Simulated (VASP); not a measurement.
Crystal: SrO.

```
Sr O
1.0
     3.52944    0.00000    0.00000
    -1.76472    3.05658    0.00000
     0.00000    0.00000    6.17558
Sr O
2 2
Direct
  0.66667 0.33333 0.75000
  0.33333 0.66667 0.25000
  0.00000 0.00000 0.50000
  0.00000 0.00000 0.00000
```

Base run:

* Program: VASP 6.6.1
* Functional: r2SCAN
* Potentials or basis: VASP PAW PBE potentials, release 64 (Sr_sv, O)
* Cutoff: 520 eV
* k mesh: 9 × 9 × 5
* Occupations: fermi-dirac, width 0.05 eV
* Spin: no spin polarisation

Its results: band gap on the k mesh 3.53 eV (least direct gap 3.78 eV); pressure 2.0 GPa.

**Question.** The run is repeated on the same cell with these changes: functional from r2SCAN to LDA; potentials or basis from VASP PAW PBE potentials, release 64 (Sr_sv, O) to VASP PAW LDA potentials, release 64 (Sr_sv, O). What comes out?

**Answer.** Band gap on the k mesh 2.92 eV (least direct gap 2.99 eV); pressure -3.3 GPa.

Caveats: the PAW data sets were made with another functional, which shifts forces and pressure a little (at least some runs); the cell stands under tension (at least some runs).

A k mesh can miss the band edges.
